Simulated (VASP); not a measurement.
# MgCd3Te4 (Amm2) in VASP: single point with PBEsol

Aim: the single point of MgCd3Te4 with PBEsol.

Everything below comes from runs of VASP 6.6.1. Logs are shortened: lines on timing, memory, paths and dates and some standing lists are left out, and cuts for length are marked.

## 1. The cell of the first run

Symmetry: Amm2, No. 38, orthorhombic system. Conventional cell: a = 4.583 Å, b = 9.157 Å, c = 12.944 Å, α = 90.00°, β = 90.00°, γ = 90.00°. Within 3.7 Å of Mg (site symmetry mm2) lie 4 Te at 2.79 Å. Cd (site symmetry m) has 4 Te at 2.81 Å within 3.7 Å. Cd (site symmetry mm2) has 4 Te at 2.81 Å within 3.7 Å. Within 3.7 Å of Te (site symmetry m) lie 1 Mg at 2.79 Å and 3 Cd at 2.81 Å. Te (site symmetry mm2) has 4 Cd at 2.81 Å within 3.7 Å. Te (site symmetry mm2) has 2 Mg at 2.79 Å and 2 Cd at 2.81 Å within 3.7 Å.

## 2. Single point, PBEsol

The input, INCAR:

```
PREC     = Accurate       # precision mode
ENCUT    = 520            # plane-wave cutoff, eV
EDIFF    = 1E-7           # SCF threshold, eV
ISMEAR   = 0              # smearing method
SIGMA    = 0.02           # smearing width, eV
LREAL    = Auto         
LASPH    = T              # aspherical terms in the spheres
NELM     = 100            # most SCF steps
ALGO     = Normal         # electronic algorithm
ISIF     = 2              # what is computed and relaxed
LWAVE    = F              # write WAVECAR
LCHARG   = F              # write CHGCAR
GGA      = PS             # functional
NBANDS   = 76             # bands
```

The input, KPOINTS:

```
Automatic mesh
0
Gamma
  4 4 4
```

The input, POSCAR:

```
MgCd3Te4
1.0
   -6.4818535022      6.4818535022      0.0000000000
   -6.4784973639      0.0033561383      6.4720102915
   -0.0033561383      6.4784973639      6.4720102915
Mg Cd Te
2 6 8
Direct
    0.0008723955     -0.0008723955     -0.0008723955
    0.5008723955     -0.0008723955     -0.0008723955
    0.0000789079      0.5008451218     -0.0010029376
    0.0000789079     -0.0010029376      0.5008451218
    0.5000789079      0.5008451218     -0.0010029376
    0.5000789079     -0.0010029376      0.5008451218
   -0.0006500477      0.5006500477      0.5006500477
    0.4993499523      0.5006500477      0.5006500477
    0.8757210489      0.8761946756      0.3723632267
    0.3757210489      0.8761946756      0.3723632267
    0.8748953447      0.3751046553      0.3751046553
    0.8732823940      0.8767176060      0.8767176060
    0.3748953447      0.3751046553      0.3751046553
    0.3732823940      0.8767176060      0.8767176060
    0.8757210489      0.3723632267      0.8761946756
    0.3757210489      0.3723632267      0.8761946756
```

Potentials or basis: VASP PAW PBE potentials, release 64 (Mg, Cd, Te).

Launch:

```
> cat potpaw_PBE.64/Mg/POTCAR potpaw_PBE.64/Cd/POTCAR potpaw_PBE.64/Te/POTCAR > POTCAR
> mpirun -np 1 vasp_std > vasp.out
```

OUTCAR:

```text
PREC = Accurate
   ENCUT = 520
   EDIFF = 1E-7
   ISMEAR = 0
   LREAL = Auto
   LASPH = T
   NELM = 100
   ISIF = 2
   GGA = PS

 ion  position               nearest neighbor table
   1  0.001  0.999  0.999-  12 2.79  14 2.79   9 2.79  15 2.79
   2  0.501  0.999  0.999-  12 2.79  14 2.79  10 2.79  16 2.79
   3  0.000  0.501  0.999-  12 2.81  15 2.81  16 2.81  11 2.81
   4  0.000  0.999  0.501-  12 2.81   9 2.81  10 2.81  11 2.81
   5  0.500  0.501  0.999-  14 2.81  16 2.81  15 2.81  13 2.81
   6  0.500  0.999  0.501-  14 2.81  10 2.81   9 2.81  13 2.81
[... 8 lines left out ...]
  15  0.876  0.372  0.876-   1 2.79   7 2.81   3 2.81   5 2.81
  16  0.376  0.372  0.876-   2 2.79   8 2.81   5 2.81   3 2.81

  LATTYP: Found a body centered orthorhombic cell.
 ALAT       =     9.1572325395
 B/A-ratio  =     1.0010366224
 C/A-ratio  =     1.4135297457

  Lattice vectors:

 A1 = (  -0.0033561383,   6.4784973639,  -6.4720102915)
 A2 = (   0.0033561383,  -6.4784973639,  -6.4720102915)
 A3 = (  -6.4784973639,   0.0033561383,   6.4720102915)

Analysis of symmetry for initial positions (statically):
=====================================================================
 Subroutine PRICEL returns following result:

  LATTYP: Found a base centered orthorhombic cell.
 ALAT       =     9.1572325395
 B/A-ratio  =     1.4135297457
 C/A-ratio  =     0.5005183112

  Lattice vectors:

 A1 = (  -3.2375706128,  -3.2375706128,  -6.4720102915)
 A2 = (  -3.2375706128,  -3.2375706128,   6.4720102915)
 A3 = (  -3.2409267511,   3.2409267511,   0.0000000000)

   2 primitive cells build up your supercell.

 Routine SETGRP: Setting up the symmetry group for a
 body centered orthorhombic supercell.

 Subroutine GETGRP returns: Found  4 space group operations
 (whereof  4 operations were pure point group operations)
 out of a pool of  8 trial point group operations.

The static configuration has the point symmetry C_2v.

Analysis of symmetry for dynamics (positions and initial velocities):
=====================================================================
 Subroutine PRICEL returns following result:

  LATTYP: Found a base centered orthorhombic cell.
 ALAT       =     9.1572325395
 B/A-ratio  =     1.4135297457
 C/A-ratio  =     0.5005183112

  Lattice vectors:

[... 120 lines left out ...]
   EDIFFG = 0.1E-05   stopping-criterion for IOM
   NSW    =      0    number of steps for IOM
   IBRION =     -1    ionic relax: 0-MD 1-quasi-New 2-CG
   NFREE  =      0    steps in history (QN), initial steepest desc. (CG)
   ISIF   =      2    stress and relaxation
   ISYM   =      2    0-nonsym 1-usesym 2-fastsym
   POTIM  = 0.5000    time-step for ionic-motion
   TEBEG  =    0.0;   TEEND  =   0.0 temperature during run
   PSTRESS=    0.0 pullay stress
   NELECT =     124.0000    total number of electrons
   NUPDOWN=      -1.0000    fix difference up-down
   EMIN   =  10.00;   EMAX   =-10.00  energy-range for DOS
   EFERMI =   0.00;   METHOD = LEGACY
   ISMEAR =     0;   SIGMA  =   0.02  broadening in eV -4-tet -1-fermi 0-gaus
   EFERMI_NEDOS =   21; number of points for ismear=-14 and -15
   IALGO  =     38    algorithm
   IMIX   =      4    mixing-type and parameters
     AMIX     =   0.40;   BMIX     =  1.00
     AMIX_MAG =   1.60;   BMIX_MAG =  1.00
  volume/ion in A,a.u.               =      33.95       229.14
  Fermi-wavevector in a.u.,A,eV,Ry     =   1.000483  1.890638 13.618960  1.000965
  Thomas-Fermi vector in A             =   2.132842
   LORBIT       =      0    0 simple, 1 ext, 2 COOP (PROOUT), +10 PAW based schemes
   GGA     = PS    functional components
   LHFCALC =     F    Hartree Fock is set to
   AEXX    =    0.0000 exact exchange contribution
   IVDW    =     0    specifies the selected vdW correction
   LEPSILON=     F    determine dielectric tensor
   LRPA    =     F    only Hartree local field effects (RPA)
 non-spin polarized calculation
 Gauss-broadening in eV      SIGMA  =   0.02
  energy-cutoff  :      520.00
  volume of cell :      543.27
 maximum number of plane-waves:     14672
 NGX is ok and might be reduce to    70
   NGX = 35   NGY = 35   NGZ = 35

 number of electron     124.0000015 magnetization

 Free energy of the ion-electron system (eV)
  ---------------------------------------------------
  ext. energy  EPLUGINS =         0.00000000
  ---------------------------------------------------
  free energy    TOTEN  =       -46.70145999 eV

  energy without entropy =      -46.70145999  energy(sigma->0) =      -46.70145999

 E-fermi :   2.2371     XC(G=0):  -8.5887

 val. band max:        2.1267256969   @ k =   0.0000   0.0000   0.0000
 cond. band min:       3.1092130962   @ k =   0.0000   0.0000   0.0000
 fundamental gap:      0.9824873993
 Fermi energy:         2.2370912720

 k-point     1 :       0.0000    0.0000    0.0000
  band No.  band energies     occupation
      1      -8.8674      2.00000
      2      -8.4790      2.00000
      3      -8.4606      2.00000
      4      -8.4317      2.00000
      5      -8.4096      2.00000
      6      -8.2840      2.00000
[... 1375 lines left out ...]
     73       6.6441      0.00000
     74       6.9792      0.00000
 [bands above 74 left out]

------------------------ aborting loop because EDIFF is reached ----------------------------------------

  FORCE on cell =-STRESS in cart. coord.  units (eV):
  Direction    XX          YY          ZZ          XY          YZ          ZX
  --------------------------------------------------------------------------------------
  -------------------------------------------------------------------------------------
  Total        0.4550130      0.4550130      0.4325717     -0.0116433      0.0000000      0.0000000
  in kB        1.3418896      1.3418896      1.2757073     -0.0343375      0.0000000      0.0000000
  external PRESSURE =       1.3198288 kB  Pullay stress =       0.0000000 kB

 VOLUME and BASIS-vectors are now :
 -----------------------------------------------------------------------------
  energy-cutoff  :      520.00
  volume of cell :      543.27
      direct lattice vectors                 reciprocal lattice vectors
    -6.481853502  6.481853502  0.000000000    -0.077138430  0.077138430 -0.077255749
    -6.478497364  0.003356138  6.472010292    -0.077218393 -0.077218393  0.077255749
    -0.003356138  6.478497364  6.472010292     0.077218393  0.077218393  0.077255749

 POSITION                                       TOTAL-FORCE (eV/Angst)
 -----------------------------------------------------------------------------------
     -6.48185      6.48185     12.93273         0.000000      0.000000      0.004128
     -9.72278      9.72278     12.93273         0.000000      0.000000      0.004128
     -3.24859      6.47419      9.70699         0.004458      0.004458      0.000799
     -6.47419      3.24859      9.70699        -0.004458     -0.004458      0.000799
     -6.48951      9.71512      9.70699         0.004458      0.004458      0.000799
     -9.71512      6.48951      9.70699        -0.004458     -0.004458      0.000799
[... 8 lines left out ...]
     -8.09159     11.35397      8.08068         0.005486      0.005486     -0.006734
     -4.85066      8.11304      8.08068         0.005486      0.005486     -0.006734
 -----------------------------------------------------------------------------------
    total drift:                               -0.000002      0.000002      0.024097

  FREE ENERGIE OF THE ION-ELECTRON SYSTEM (eV)
  ---------------------------------------------------
  free  energy   TOTEN  =       -46.7014599947 eV

  energy  without entropy=      -46.7014599947  energy(sigma->0) =      -46.70145999
```

OSZICAR:

```text
N       E                     dE             d eps       ncg     rms          rms(c)
DAV:   1     0.763730810874E+03    0.76373E+03   -0.52823E+04  2736   0.139E+03
DAV:   2     0.457626814133E+01   -0.75915E+03   -0.73739E+03  3088   0.309E+02
DAV:   3    -0.476752605382E+02   -0.52252E+02   -0.51900E+02  3144   0.793E+01
DAV:   4    -0.487114474804E+02   -0.10362E+01   -0.10347E+01  3240   0.101E+01
DAV:   5    -0.487255399320E+02   -0.14092E-01   -0.14091E-01  3176   0.130E+00    0.134E+01
DAV:   6    -0.468517005317E+02    0.18738E+01   -0.44568E+00  2960   0.120E+01    0.111E+01
DAV:   7    -0.467055197677E+02    0.14618E+00   -0.15601E+00  3036   0.363E+00    0.478E+00
DAV:   8    -0.467007782815E+02    0.47415E-02   -0.11566E-01  3068   0.201E+00    0.150E+00
DAV:   9    -0.467017433365E+02   -0.96505E-03   -0.13171E-02  3004   0.707E-01    0.457E-01
DAV:  10    -0.467012496591E+02    0.49368E-03   -0.31090E-03  2888   0.302E-01    0.170E-01
DAV:  11    -0.467014678287E+02   -0.21817E-03   -0.13740E-03  3048   0.142E-01    0.660E-02
DAV:  12    -0.467014369527E+02    0.30876E-04   -0.34139E-04  2960   0.921E-02    0.265E-02
DAV:  13    -0.467014562702E+02   -0.19317E-04   -0.57176E-05  2872   0.451E-02    0.993E-03
DAV:  14    -0.467014605425E+02   -0.42723E-05   -0.10068E-05  3056   0.149E-02    0.955E-03
DAV:  15    -0.467014600988E+02    0.44367E-06   -0.39503E-06  3120   0.852E-03    0.184E-03
DAV:  16    -0.467014599279E+02    0.17088E-06   -0.60937E-07  2516   0.339E-03    0.308E-03
DAV:  17    -0.467014599947E+02   -0.66759E-07   -0.43703E-08  1852   0.105E-03
   1 F= -.46701460E+02 E0= -.46701460E+02  d E =-.105069E-16
```

Wall time 17 min (1 thread of Intel Xeon 6975P-C (Granite Rapids), shared host); peak memory 0.95 GiB.

What came out:

- Free energy: -46.7015 eV
- Pressure: 0.1 GPa
- Largest force: 0.010 eV/Å
- Band gap on the k mesh: 0.98 eV

Forces on the atoms (eV/Å):
```
Mg   0.000  0.000  0.004
Mg   0.000  0.000  0.004
Cd   0.004  0.004  0.001
Cd  -0.004 -0.004  0.001
Cd   0.004  0.004  0.001
Cd  -0.004 -0.004  0.001
Cd   0.000  0.000 -0.007
Cd   0.000  0.000 -0.007
Te  -0.005 -0.005 -0.007
Te  -0.005 -0.005 -0.007
Te   0.000  0.000  0.006
Te   0.000  0.000  0.009
Te   0.000  0.000  0.006
Te   0.000  0.000  0.009
Te   0.005  0.005 -0.007
Te   0.005  0.005 -0.007
```

Levels at points of the mesh, in eV from the valence-band top:
| k point | band 58 | band 59 | band 60 | band 61 | band 62 | band 63 | band 64 | band 65 | band 66 | band 67 |
| --- | --- | --- | --- | --- | --- | --- | --- | --- | --- | --- |
| (0.00, 0.00, 0.00) | -0.67 | -0.66 | -0.02 | -0.02 | 0.00 | 0.98 | 1.83 | 1.84 | 2.13 | 2.19 |
| (0.50, 0.00, 0.00) | -1.23 | -0.40 | -0.40 | -0.40 | -0.40 | 2.19 | 2.19 | 2.90 | 2.90 | 2.90 |
| (0.00, 0.50, 0.00) | -1.23 | -0.54 | -0.52 | -0.29 | -0.29 | 2.06 | 2.31 | 2.77 | 3.01 | 3.03 |
| (0.50, 0.50, 0.00) | -1.03 | -0.76 | -0.76 | -0.69 | -0.69 | 3.04 | 3.04 | 3.19 | 3.19 | 3.37 |
| (0.00, 0.50, 0.50) | -0.93 | -0.80 | -0.74 | -0.71 | -0.70 | 2.98 | 3.08 | 3.21 | 3.22 | 3.34 |

Caveat: the PAW data sets were made with another functional, which shifts forces and pressure a little; spin-orbit coupling is left out, which moves the levels of the heavy elements.
